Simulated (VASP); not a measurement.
# P in VASP: a series of runs

The runs below take P through single point, with PBEsol.

Program: VASP 6.6.1. These are calculated values, not measurements. Logs are shortened: lines on timing, memory, paths and dates and some standing lists are left out, and cuts for length are marked.

## 1. The cell of the first run

The typed cell holds 2 atoms: a = 3.239 Å, b = 3.239 Å, c = 3.239 Å, α = 60.00°, β = 60.00°, γ = 60.00°.

This isn't the form of P at room conditions, which is orthorhombic.

## 2. Single point, PBEsol

The input, INCAR:

```
ALGO = Normal
EDIFF = 1E-7
ENCUT = 520
GGA = PS
ISIF = 2
ISMEAR = -1
LASPH = True
LCHARG = False
LREAL = False
LWAVE = False
NBANDS = 12
NELM = 100
PREC = Accurate
SIGMA = 0.05
```

The input, KPOINTS:

```
k-points
0
Gamma
  9 9 9
```

The input, POSCAR:

```
P
1.0
    1.6192530600      0.9348761901      2.6444893449
   -1.6192530600      0.9348761901      2.6444893449
    0.0000000000     -1.8697523801      2.6444893449
P
2
Direct
    0.7499686503      0.7499686503      0.7499686503
    0.2500313497      0.2500313497      0.2500313497
```

Potentials or basis: VASP PAW PBE potentials, release 64 (P).

Command:

```sh
cat potpaw_PBE.64/P/POTCAR > POTCAR
mpirun -np 1 vasp_std > vasp.out
```

OUTCAR:

```text
EDIFF = 1E-7
   ENCUT = 520
   GGA = PS
   ISIF = 2
   ISMEAR = -1
   LASPH = True
   LREAL = False
   NELM = 100
   PREC = Accurate

 ion  position               nearest neighbor table
   1  0.750  0.750  0.750-   2 2.29   2 2.29   2 2.29   2 2.29   2 2.29   2 2.29
   2  0.250  0.250  0.250-   1 2.29   1 2.29   1 2.29   1 2.29   1 2.29   1 2.29

  LATTYP: Found a trigonal (rhomboedric) cell.
 ALAT       =     3.2387185519
 COS(alpha) =     0.5000655892

  Lattice vectors:

 A1 = (   1.6192530600,   0.9348761901,   2.6444893449)
 A2 = (  -1.6192530600,   0.9348761901,   2.6444893449)
 A3 = (   0.0000000000,  -1.8697523801,   2.6444893449)

Analysis of symmetry for initial positions (statically):
=====================================================================
 Subroutine PRICEL returns:
 Original cell was already a primitive cell.

 Routine SETGRP: Setting up the symmetry group for a
 trigonal (rhombohedral) supercell.

 Subroutine GETGRP returns: Found 12 space group operations
 (whereof 12 operations were pure point group operations)
 out of a pool of 12 trial point group operations.

The static configuration has the point symmetry D_3d.

Analysis of symmetry for dynamics (positions and initial velocities):
=====================================================================
 Subroutine PRICEL returns:
 Original cell was already a primitive cell.

 Routine SETGRP: Setting up the symmetry group for a
 trigonal (rhombohedral) supercell.

 Subroutine GETGRP returns: Found 12 space group operations
 (whereof 12 operations were pure point group operations)
 out of a pool of 12 trial point group operations.

The dynamic configuration has the point symmetry D_3d.

 Subroutine INISYM returns: Found 12 space group operations
 (whereof 12 operations are pure point group operations),
 and found     1 'primitive' translations

----------------------------------------------------------------------------------------

                                     Primitive cell

  volume of cell :      24.0194

  direct lattice vectors                    reciprocal lattice vectors
     1.619253060  0.934876190  2.644489345     0.308784348  0.178276726  0.126048280
    -1.619253060  0.934876190  2.644489345    -0.308784348  0.178276726  0.126048280
     0.000000000 -1.869752380  2.644489345     0.000000000 -0.356553453  0.126048280

  length of vectors
     3.238718552  3.238718552  3.238718552     0.378177912  0.378177912  0.378177912

  position of ions in fractional coordinates (direct lattice)
     0.749968650  0.749968650  0.749968650
     0.250031350  0.250031350  0.250031350

  ion indices of the primitive-cell ions
   primitive index   ion index
                 1           1
                 2           2

----------------------------------------------------------------------------------------

 KPOINTS: k-points

Automatic generation of k-mesh.
 Grid dimensions read from file:
 generate k-points for:    9    9    9

 Generating k-lattice:

  Cartesian coordinates                     Fractional coordinates (reciprocal lattice)
     0.034309372  0.019808525  0.014005364     0.111111111  0.000000000  0.000000000
    -0.034309372  0.019808525  0.014005364     0.000000000  0.111111111  0.000000000
     0.000000000 -0.039617050  0.014005364    -0.000000000 -0.000000000  0.111111111

  Length of vectors
     0.042019768  0.042019768  0.042019768

  Shift w.r.t. Gamma in fractional coordinates (k-lattice)
     0.000000000  0.000000000  0.000000000

 Subroutine IBZKPT returns following result:
 ===========================================

 Found     85 irreducible k-points:

 Following reciprocal coordinates:
            Coordinates               Weight
  0.000000  0.000000  0.000000      1.000000
  0.111111 -0.000000  0.000000      6.000000
  0.222222  0.000000  0.000000      6.000000
  0.333333  0.000000  0.000000      6.000000
  0.444444  0.000000  0.000000      6.000000
  0.111111  0.111111  0.000000      6.000000
[... 16 lines left out ...]
 -0.333333  0.333333  0.000000      6.000000
  0.444444  0.444444  0.000000      6.000000
 [... further k-points ...]
   k-points           NKPTS =     85   k-points in BZ     NKDIM =     85   number of bands    NBANDS=     12
   number of dos      NEDOS =    301   number of ions     NIONS =      2
   total plane-waves  NPLWV =  13824
   dimension x,y,z NGX =    24 NGY =   24 NGZ =   24
   dimension x,y,z NGXF=    48 NGYF=   48 NGZF=   48
   ions per type =               2
   NGX,Y,Z   is equivalent  to a cutoff of  12.32, 12.32, 12.32 a.u.
   NGXF,Y,Z  is equivalent  to a cutoff of  24.64, 24.64, 24.64 a.u.
 SYSTEM =  unknown system
   PREC   = accura    normal or accurate (medium, high low for compatibility)
   ISTART =      0    job   : 0-new  1-cont  2-samecut
   ICHARG =      2    charge: 1-file 2-atom 10-const
   ISPIN  =      1    spin polarized calculation?
   LNONCOLLINEAR =      F non collinear calculations
   LSORBIT =      F    spin-orbit coupling
   LASPH  =      T    aspherical Exc in radial PAW
   ENCUT  =  520.0 eV  38.22 Ry    6.18 a.u.   6.02  6.02  6.02*2*pi/ulx,y,z
   NELM   =    100;   NELMIN=  2; NELMDL= -5     # of ELM steps
   EDIFF  = 0.1E-06   stopping-criterion for ELM
   LREAL  =      F    real-space projection
   EDIFFG = 0.1E-05   stopping-criterion for IOM
   NSW    =      0    number of steps for IOM
   IBRION =     -1    ionic relax: 0-MD 1-quasi-New 2-CG
   NFREE  =      0    steps in history (QN), initial steepest desc. (CG)
   ISIF   =      2    stress and relaxation
   ISYM   =      2    0-nonsym 1-usesym 2-fastsym
   POTIM  = 0.5000    time-step for ionic-motion
   TEBEG  =    0.0;   TEEND  =   0.0 temperature during run
   PSTRESS=    0.0 pullay stress
   NELECT =      10.0000    total number of electrons
   NUPDOWN=      -1.0000    fix difference up-down
   EMIN   =  10.00;   EMAX   =-10.00  energy-range for DOS
   EFERMI =   0.00;   METHOD = LEGACY
   ISMEAR =    -1;   SIGMA  =   0.05  broadening in eV -4-tet -1-fermi 0-gaus
   EFERMI_NEDOS =   21; number of points for ismear=-14 and -15
   IALGO  =     38    algorithm
   IMIX   =      4    mixing-type and parameters
     AMIX     =   0.40;   BMIX     =  1.00
     AMIX_MAG =   1.60;   BMIX_MAG =  1.00
  volume/ion in A,a.u.               =      12.01        81.05
  Fermi-wavevector in a.u.,A,eV,Ry     =   1.222421  2.310041 20.331370  1.494314
  Thomas-Fermi vector in A             =   2.357569
   LORBIT       =      0    0 simple, 1 ext, 2 COOP (PROOUT), +10 PAW based schemes
   GGA     = PS    functional components
   LHFCALC =     F    Hartree Fock is set to
   AEXX    =    0.0000 exact exchange contribution
   IVDW    =     0    specifies the selected vdW correction
   LEPSILON=     F    determine dielectric tensor
   LRPA    =     F    only Hartree local field effects (RPA)
 non-spin polarized calculation
  energy-cutoff  :      520.00
  volume of cell :       24.02
 maximum number of plane-waves:       656
   NGX = 13   NGY = 13   NGZ = 13

 number of electron      10.0000000 magnetization

 number of electron       9.9999998 magnetization

 Free energy of the ion-electron system (eV)
  ---------------------------------------------------
  ext. energy  EPLUGINS =         0.00000000
  ---------------------------------------------------
  free energy    TOTEN  =       -11.17345533 eV

  energy without entropy =      -11.16623944  energy(sigma->0) =      -11.16984739

 E-fermi :  12.5407     XC(G=0): -12.2270

 val. band max:       12.5124130447   @ k =   0.3333   0.3333   0.3333
 cond. band min:      12.5729129223   @ k =  -0.2222   0.2222   0.0000
 fundamental gap:      0.0604998776
 Fermi energy:        12.5407479170

 k-point     1 :       0.0000    0.0000    0.0000
  band No.  band energies     occupation
      1      -6.0857      2.00000
      2      10.1828      2.00000
      3      10.1849      2.00000
      4      10.1849      2.00000
      5      13.4301      0.00000
      6      16.4883      0.00000
      7      16.4904      0.00000
      8      16.4904      0.00000
      9      18.6881      0.00000
     10      18.6881      0.00000
     11      18.6889      0.00000
     12      19.0994      0.00000

 k-point     2 :       0.1111   -0.0000    0.0000
  band No.  band energies     occupation
      1      -5.8397      2.00000
      2       8.2972      2.00000
      3      10.0929      2.00000
      4      10.0946      2.00000
      5      14.2423      0.00000
      6      16.3185      0.00000
      7      16.3186      0.00000
      8      17.0567      0.00000
      9      17.0586      0.00000
     10      17.1441      0.00000
     11      18.2093      0.00000
     12      21.8934      0.00000

 k-point     3 :       0.2222    0.0000    0.0000
  band No.  band energies     occupation
      1      -5.1039      2.00000
      2       5.3362      2.00000
      3       9.9704      2.00000
      4       9.9719      2.00000
      5      14.1938      0.00000
      6      14.1940      0.00000
      7      14.3228      0.00000
      8      17.1355      0.00000
      9      18.6113      0.00000
     10      18.6135      0.00000
     11      19.3033      0.00000
     12      25.2715      0.00000
[... 286 lines left out ...]
 k-point    23 :      -0.3333    0.3333    0.0000
  band No.  band energies     occupation
      1      -0.3397      2.00000
      2       0.7909      2.00000
      3       3.3878      2.00000
      4       7.6829      2.00000
      5       9.5571      2.00000
      6      15.5658      0.00000
      7      18.4707      0.00000
      8      19.5492      0.00000
      9      21.9275      0.00000
     10      22.4799      0.00000
     11      23.1256      0.00000
     12      28.2410      0.00000

 k-point    24 :       0.4444    0.4444    0.0000
  band No.  band energies     occupation
      1      -1.2299      2.00000
      2       2.7598      2.00000
      3       5.4074      2.00000
      4       6.3503      2.00000
      5       6.3517      2.00000
      6      12.2311      1.99592
      7      22.0074      0.00000
      8      22.1887      0.00000
      9      22.1893      0.00000
     10      25.2775      0.00000
     11      28.1514      0.00000
     12      28.1519      0.00000

 [... further k-points ...]
[... 5 lines left out ...]
  --------------------------------------------------------------------------------------
  -------------------------------------------------------------------------------------
  Total        4.5120307      4.5120307      4.5108668      0.0000000      0.0000000      0.0000000
  in kB      300.9682805    300.9682805    300.8906498      0.0000000      0.0000000      0.0000000
  external PRESSURE =     300.9424036 kB  Pullay stress =       0.0000000 kB

 VOLUME and BASIS-vectors are now :
 -----------------------------------------------------------------------------
  energy-cutoff  :      520.00
  volume of cell :       24.02
      direct lattice vectors                 reciprocal lattice vectors
     1.619253060  0.934876190  2.644489345     0.308784348  0.178276726  0.126048280
    -1.619253060  0.934876190  2.644489345    -0.308784348  0.178276726  0.126048280
     0.000000000 -1.869752380  2.644489345     0.000000000 -0.356553453  0.126048280

 POSITION                                       TOTAL-FORCE (eV/Angst)
 -----------------------------------------------------------------------------------
      0.00000      0.00000      5.94985         0.000000      0.000000      0.001465
      0.00000      0.00000      1.98362         0.000000     -0.000000     -0.001465
 -----------------------------------------------------------------------------------
    total drift:                                0.000000      0.000000     -0.000000

  FREE ENERGIE OF THE ION-ELECTRON SYSTEM (eV)
  ---------------------------------------------------
  free  energy   TOTEN  =       -11.1734553346 eV

  energy  without entropy=      -11.1662394394  energy(sigma->0) =      -11.16984739
```

Run time: 6.3 s. Hardware: 1 thread of Intel Xeon 6975P-C (Granite Rapids), shared host; peak memory 0.14 GiB.

Results:

| Quantity | Value |
| --- | --- |
| Free energy | -11.1735 eV |
| Pressure | 30.1 GPa |
| Band gap on the k mesh | zero (bands 5 and 6 overlap by 3.00 eV) |

Caveat: the cell stands under pressure; the PAW data sets were made with another functional, which shifts forces and pressure a little.

(Continued in part 2 of 2.)
